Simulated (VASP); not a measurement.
# Cu in VASP: a series of runs

The runs below take Cu through relaxation of cell and atoms, single point, with PBE.

Everything below comes from runs of VASP 6.6.1. Logs are shortened: lines on timing, memory, paths and dates and some standing lists are left out, and cuts for length are marked.

## 1. The cell of the first run

The structure is cubic, space group Fm-3m (No. 225). Conventional cell: a = 3.577 Å, b = 3.577 Å, c = 3.577 Å, α = 90.00°, β = 90.00°, γ = 90.00°. Cu (site symmetry m-3m) has 12 Cu at 2.53 Å within 3.3 Å.

## 2. Relaxation of cell and atoms, PBE

The input, INCAR:

```
SYSTEM = Cu
PREC = Accurate ; ENCUT = 600
EDIFF = 1E-6 ; ISMEAR = 0
SIGMA = 0.1 ; LREAL = .False.
LASPH = .True. ; NELM = 100
ALGO = Fast ; ISIF = 3
LWAVE = .False. ; LCHARG = .False.
GGA = PE ; IBRION = 2
NSW = 100 ; EDIFFG = -0.005
```

The input, KPOINTS:

```
Automatic mesh
0
Gamma
  20 20 20
  0 0 0
```

The input, POSCAR:

```
Cu
1.0
    0.0000000000      1.7887153358      1.7887153358
    1.7887153358      0.0000000000      1.7887153358
    1.7887153358      1.7887153358      0.0000000000
Cu
1
Direct
    0.0000000000      0.0000000000      0.0000000000
```

Potentials or basis: VASP PAW PBE potentials, release 64 (Cu).

Launch:

```bash
> cat potpaw_PBE.64/Cu/POTCAR > POTCAR
> mpirun -np 1 vasp_std > vasp.out
```

OUTCAR:

```text
SYSTEM = Cu
   PREC = Accurate
   ENCUT = 600
   EDIFF = 1E-6
   ISMEAR = 0
   LREAL = .False.
   LASPH = .True.
   NELM = 100
   ISIF = 3
   GGA = PE
   IBRION = 2
   NSW = 100
   EDIFFG = -0.005

 ion  position               nearest neighbor table
   1  0.000  0.000  0.000-

  LATTYP: Found a face centered cubic cell.
 ALAT       =     3.5774306716

  Lattice vectors:

 A1 = (   0.0000000000,   1.7887153358,   1.7887153358)
 A2 = (   1.7887153358,   0.0000000000,   1.7887153358)
 A3 = (   1.7887153358,   1.7887153358,   0.0000000000)

Analysis of symmetry for initial positions (statically):
=====================================================================
 Subroutine PRICEL returns:
 Original cell was already a primitive cell.

 Routine SETGRP: Setting up the symmetry group for a
 face centered cubic supercell.

 Subroutine GETGRP returns: Found 48 space group operations
 (whereof 48 operations were pure point group operations)
 out of a pool of 48 trial point group operations.

The static configuration has the point symmetry O_h .

Analysis of symmetry for dynamics (positions and initial velocities):
=====================================================================
 Subroutine PRICEL returns:
 Original cell was already a primitive cell.

 Routine SETGRP: Setting up the symmetry group for a
 face centered cubic supercell.

 Subroutine GETGRP returns: Found 48 space group operations
 (whereof 48 operations were pure point group operations)
 out of a pool of 48 trial point group operations.

The dynamic configuration has the point symmetry O_h .

 Subroutine INISYM returns: Found 48 space group operations
 (whereof 48 operations are pure point group operations),
 and found     1 'primitive' translations

----------------------------------------------------------------------------------------

                                     Primitive cell

  volume of cell :      11.4460

  direct lattice vectors                    reciprocal lattice vectors
     0.000000000  1.788715336  1.788715336    -0.279530225  0.279530225  0.279530225
     1.788715336  0.000000000  1.788715336     0.279530225 -0.279530225  0.279530225
     1.788715336  1.788715336  0.000000000     0.279530225  0.279530225 -0.279530225

  length of vectors
[... 103 lines left out ...]
  Thomas-Fermi vector in A             =   2.710282
   LORBIT       =      0    0 simple, 1 ext, 2 COOP (PROOUT), +10 PAW based schemes
   GGA     = PE    functional components
   LHFCALC =     F    Hartree Fock is set to
   AEXX    =    0.0000 exact exchange contribution
   IVDW    =     0    specifies the selected vdW correction
   LEPSILON=     F    determine dielectric tensor
   LRPA    =     F    only Hartree local field effects (RPA)
 conjugate gradient relaxation of ions
 non-spin polarized calculation
 RMM-DIIS sequential band-by-band and
 Gauss-broadening in eV      SIGMA  =   0.10
  energy-cutoff  :      600.00
  volume of cell :       11.45
 maximum number of plane-waves:       392
   NGX = 11   NGY = 11   NGZ = 11

--------------------------------------- Ionic step        1  -------------------------------------------

 number of electron      11.0000012 magnetization

 Free energy of the ion-electron system (eV)
  ---------------------------------------------------
  ext. energy  EPLUGINS =         0.00000000
  ---------------------------------------------------
  free energy    TOTEN  =        -3.71706071 eV

  energy without entropy =       -3.71578657  energy(sigma->0) =       -3.71642364

------------------------ aborting loop because EDIFF is reached ----------------------------------------

  FORCE on cell =-STRESS in cart. coord.  units (eV):
  Direction    XX          YY          ZZ          XY          YZ          ZX
  --------------------------------------------------------------------------------------
  -------------------------------------------------------------------------------------
  Total        0.5699971      0.5699971      0.5699971     -0.0000000     -0.0000000      0.0000000
  in kB       79.7865206     79.7865206     79.7865206     -0.0000000     -0.0000000      0.0000000
  external PRESSURE =      79.7865206 kB  Pullay stress =       0.0000000 kB
[... 86 lines left out ...]
  FREE ENERGIE OF THE ION-ELECTRON SYSTEM (eV)
  ---------------------------------------------------
  free  energy   TOTEN  =        -3.7294447209 eV

  energy  without entropy=       -3.7281078887  energy(sigma->0) =       -3.72877630

[... ionic steps 4 to 27 ...]

--------------------------------------- Ionic step       28  -------------------------------------------

 number of electron      10.9999995 magnetization

------------------------ aborting loop because EDIFF is reached ----------------------------------------
[... 65 lines left out ...]
--------------------------------------- Ionic step       30  -------------------------------------------

 number of electron      10.9999995 magnetization

 Free energy of the ion-electron system (eV)
  ---------------------------------------------------
  ext. energy  EPLUGINS =         0.00000000
  ---------------------------------------------------
  free energy    TOTEN  =        -3.72944261 eV

  energy without entropy =       -3.72809957  energy(sigma->0) =       -3.72877109

 E-fermi :   7.3318     XC(G=0): -12.6187

 val. band max:        7.3103800990   @ k =   0.5000   0.2500   0.1000
 cond. band min:       7.3755528667   @ k =   0.5000   0.3500   0.1500
 fundamental gap:      0.0651727677
 Fermi energy:         7.3317578172

 k-point     1 :       0.0000    0.0000    0.0000
  band No.  band energies     occupation
      1      -1.8529      2.00000
      2       4.3888      2.00000
      3       4.3889      2.00000
      4       4.3889      2.00000
      5       5.1876      2.00000
      6       5.1876      2.00000
      7      29.8036      0.00000
      8      32.3050      0.00000
      9      32.3050      0.00000
[... 265 lines left out ...]
 k-point    24 :      -0.3500    0.0500    0.0000
  band No.  band energies     occupation
      1       1.9234      2.00000
      2       4.4148      2.00000
      3       4.4535      2.00000
      4       4.5909      2.00000
      5       5.4947      2.00000
      6       5.7713      2.00000
      7      14.5309      0.00000
      8      26.9386      0.00000
      9      29.3401      0.00000

 [... further k-points ...]
[... 5 lines left out ...]
  --------------------------------------------------------------------------------------
  -------------------------------------------------------------------------------------
  Total       -0.0004814     -0.0004814     -0.0004814     -0.0000000      0.0000000      0.0000000
  in kB       -0.0641042     -0.0641042     -0.0641042     -0.0000000      0.0000000      0.0000000
  external PRESSURE =      -0.0641042 kB  Pullay stress =       0.0000000 kB
[... 16 lines left out ...]
  FREE ENERGIE OF THE ION-ELECTRON SYSTEM (eV)
  ---------------------------------------------------
  free  energy   TOTEN  =        -3.7294426112 eV

  energy  without entropy=       -3.7280995681  energy(sigma->0) =       -3.72877109

 reached required accuracy - stopping structural energy minimisation
```

CONTCAR:

```text
Cu
   1.00000000000000
    -0.0000000000000000    1.8186871718613362    1.8186871718613362
     1.8186871718613362   -0.0000000000000000    1.8186871718613362
     1.8186871718613362    1.8186871718613362   -0.0000000000000000
  Cu
     1
Direct
     0.0000000000000000    0.0000000000000000    0.0000000000000000

  0.00000000E+00  0.00000000E+00  0.00000000E+00
```

It took 4.9 min on 1 thread of AMD EPYC 7R43 (Zen 3), shared host; peak memory 0.11 GiB.

Results:

```
Free energy                            : -3.7294 eV
Relaxed volume                         : 12.03 Å³/atom
Relaxed cell                           : a = 2.572 Å, b = 2.572 Å, c = 2.572 Å, α = 60.00°, β = 60.00°, γ = 60.00°
Space group after relaxing (to 0.05 Å) : Fm-3m (No. 225)
Energy gained by relaxing              : 12.4 meV/atom
Ionic steps                            : 30
Pressure after relaxing                : 0.0 GPa
```

Step by step:
| step | energy change (eV) | largest force (eV/Å) | pressure (GPa) | volume (Å³) |
| --- | --- | --- | --- | --- |
| 1 | 0.0000 | 0.0000 | 7.98 | 11.45 |
| 2 | -0.0068 | 0.0000 | -3.61 | 12.42 |
| 3 | -0.0124 | 0.0000 | 1.42 | 11.99 |
| 4 | -0.0121 | 0.0000 | -1.30 | 12.10 |
| 5 | -0.0123 | 0.0000 | -0.33 | 12.05 |
| 6 | -0.0124 | 0.0000 | 0.16 | 12.03 |
| 7 | -0.0124 | 0.0000 | -0.79 | 12.03 |
| 8 | -0.0124 | 0.0000 | 0.10 | 12.03 |
| 9 | -0.0124 | 0.0000 | -0.25 | 12.03 |
| 10 | -0.0124 | 0.0000 | -0.25 | 12.03 |
| 11 | -0.0124 | 0.0000 | -0.25 | 12.03 |
| 12 | -0.0124 | 0.0000 | -0.25 | 12.03 |
| 13 | -0.0124 | 0.0000 | -0.25 | 12.03 |
| 14 | -0.0124 | 0.0000 | -0.26 | 12.03 |
| 15 | -0.0124 | 0.0000 | -0.26 | 12.03 |
| 16 | -0.0124 | 0.0000 | -0.26 | 12.03 |
| 17 | -0.0124 | 0.0000 | -0.26 | 12.03 |
| 18 | -0.0124 | 0.0000 | -0.26 | 12.03 |
| 19 | -0.0124 | 0.0000 | -0.26 | 12.03 |
| 20 | -0.0124 | 0.0000 | -0.26 | 12.03 |
| 21 | -0.0124 | 0.0000 | -0.26 | 12.03 |
| 22 | -0.0124 | 0.0000 | -0.26 | 12.03 |
| 23 | -0.0124 | 0.0000 | -0.26 | 12.03 |
| 24 | -0.0124 | 0.0000 | -0.26 | 12.03 |
| 25 | -0.0124 | 0.0000 | -0.25 | 12.03 |
| 26 | -0.0124 | 0.0000 | -0.25 | 12.03 |
| 27 | -0.0124 | 0.0000 | -0.25 | 12.03 |
| 28 | -0.0124 | 0.0000 | -0.20 | 12.03 |
| 29 | -0.0124 | 0.0000 | -0.13 | 12.03 |
| 30 | -0.0124 | 0.0000 | -0.01 | 12.03 |

Final structure:
```cif
data_structure
_symmetry_space_group_name_H-M 'P 1'
_symmetry_Int_Tables_number 1
_cell_length_a 2.5720
_cell_length_b 2.5720
_cell_length_c 2.5720
_cell_angle_alpha 60.000
_cell_angle_beta 60.000
_cell_angle_gamma 60.000
_cell_volume 12.03
loop_
_atom_site_label
_atom_site_type_symbol
_atom_site_fract_x
_atom_site_fract_y
_atom_site_fract_z
_atom_site_occupancy
Cu1 Cu 0.00000 0.00000 0.00000 1
```

## 3. Single point, PBE (uniaxial strain along c: +4.0 %, then relaxed in part)

The input, INCAR:

```
PREC     = Accurate       # precision mode
ENCUT    = 520            # plane-wave cutoff, eV
EDIFF    = 1E-6           # SCF threshold, eV
ISMEAR   = 0              # smearing method
SIGMA    = 0.1            # smearing width, eV
LREAL    = F              # projectors in reciprocal space
LASPH    = T              # aspherical terms in the spheres
NELM     = 60             # most SCF steps
ALGO     = Fast           # electronic algorithm
ISIF     = 2              # what is computed and relaxed
LWAVE    = F              # write WAVECAR
LCHARG   = F              # write CHGCAR
GGA      = PE             # functional
NBANDS   = 18             # bands
```

The input, KPOINTS:

```
Automatic mesh
0
Gamma
  20 20 14
```

The input, POSCAR:

```
Cu
1.0
    1.7882608592      1.7882608592      0.0000000000
   -1.7882608592      1.7882608592      0.0000000000
    0.0000000000      0.0000000000      3.7749949230
Cu
2
Direct
    0.0000000000      0.0000000000      0.0000000000
    0.5000000000      0.5000000000      0.5000000000
```

Potentials or basis: VASP PAW PBE potentials, release 64 (Cu).

Launch:

```bash
> cat potpaw_PBE.64/Cu/POTCAR > POTCAR
> mpirun -np 1 vasp_std > vasp.out
```

Run time: 2.3 min. Hardware: 1 thread of Intel Xeon 6975P-C, shared host; peak memory 0.29 GiB.

The run converged. Its results:

* Free energy: -7.4469 eV
* Pressure: -0.3 GPa
* Band gap on the k mesh: zero (band 11 reaches 13.49 eV, above the bottom of band 12 at 5.48 eV)

Stress tensor (GPa, compression positive):
```
 0.89  0.00  0.00
 0.00  0.89  0.00
 0.00  0.00 -2.79
```

Levels at points of the mesh, in eV from the Fermi level:
| k point | band 9 | band 10 | band 11 | band 12 | band 13 | band 14 |
| --- | --- | --- | --- | --- | --- | --- |
| (0.00, 0.00, 0.00) | -1.62 | -1.49 | -1.49 | 0.80 | 6.05 | 13.77 |
| (0.50, 0.00, 0.00) | -2.11 | -2.11 | -0.16 | -0.16 | 9.11 | 9.11 |
| (0.50, 0.50, 0.00) | -1.38 | -1.38 | 1.90 | 1.90 | 7.44 | 7.44 |
| (0.00, 0.00, 0.50) | -2.26 | -2.26 | -1.83 | -1.83 | 16.65 | 16.65 |
| (0.50, 0.00, 0.50) | -1.57 | -1.57 | -0.93 | -0.93 | 3.66 | 3.66 |
| (0.50, 0.50, 0.50) | -1.38 | -1.38 | 6.17 | 6.17 | 6.17 | 6.17 |

Caveat: the cell differs from its parent crystal (uniaxial strain along c: +4.0 %, then relaxed in part).

## 4. Single point, PBE (uniaxial strain along c: +4.0 %)

The input, INCAR:

```
SYSTEM = Cu
PREC = Accurate
ENCUT = 520
EDIFF = 1E-7
ISMEAR = 0
SIGMA = 0.1
LREAL = .FALSE.
LASPH = .TRUE.
NELM = 100
ALGO = Fast
ISIF = 2
LWAVE = .FALSE.
LCHARG = .FALSE.
GGA = PE
NBANDS = 18
```

The input, KPOINTS:

```
Automatic mesh
0
G
  20 20 14
  0 0 0
```

The input, POSCAR:

```
Cu
1.0
    1.7967523912      1.7967523912      0.0000000000
   -1.7967523912      1.7967523912      0.0000000000
    0.0000000000      0.0000000000      3.7749949230
Cu
2
Direct
    0.0000000000      0.0000000000      0.0000000000
    0.5000000000      0.5000000000      0.5000000000
```

Launch:

```bash
> cat potpaw_PBE.64/Cu/POTCAR > POTCAR
> mpirun -np 1 vasp_std > vasp.out
```

Run time: 2.9 min. Hardware: 1 thread of Intel Xeon 6975P-C, shared host; peak memory 0.29 GiB.

It converged, with:

```yaml
Free_energy: -7.4468 eV
Pressure: -1.4 GPa
Band_gap_on_the_k_mesh: zero (band 11 reaches 13.33 eV, above the bottom of band 12 at 5.37 eV)
```

Stress tensor (GPa, compression positive):
```
-0.26  0.00  0.00
 0.00 -0.26  0.00
 0.00  0.00 -3.54
```

Levels at points of the mesh, in eV from the Fermi level:
```
           k point  band 8  band 9  band 10  band 11  band 12  band 13  band 14  band 15
(0.00, 0.00, 0.00)   -2.04   -1.61    -1.48    -1.48     0.87     6.07    13.62    13.62
(0.50, 0.00, 0.00)   -2.43   -2.10    -2.10    -0.18    -0.18     9.10     9.10    10.02
(0.50, 0.50, 0.00)   -1.55   -1.39    -1.39     1.88     1.88     7.33     7.33    12.43
(0.00, 0.00, 0.50)   -2.24   -2.24    -2.24    -1.83    -1.83    16.69    16.69    17.27
(0.50, 0.00, 0.50)   -1.65   -1.56    -1.56    -0.90    -0.90     3.62     3.62    19.88
(0.50, 0.50, 0.50)   -2.20   -1.39    -1.39     6.13     6.13     6.13     6.13     8.44
```

Caveat: the cell differs from its parent crystal (uniaxial strain along c: +4.0 %).

## 5. Overview

```tsv
task	cell	k mesh	cutoff (eV)	gap on the mesh (eV)	pressure (GPa)
relaxation of cell and atoms	relaxed from a = 2.530 Å, angles 60.0°, 1 atom	20 × 20 × 20	600	none	0.0
single point	a = 2.529, b = 2.529, c = 3.775 Å, 2 atoms	20 × 20 × 14	520	none	-0.3
single point	a = 2.541, b = 2.541, c = 3.775 Å, 2 atoms	20 × 20 × 14	520	none	-1.4
```

Alike in all rows: level PBE; potentials or basis VASP PAW PBE potentials, release 64 (Cu); no spin polarisation; smearing gaussian 0.1 eV.

Total energies depend on the potentials used, so only differences within one code and one set of settings carry meaning.
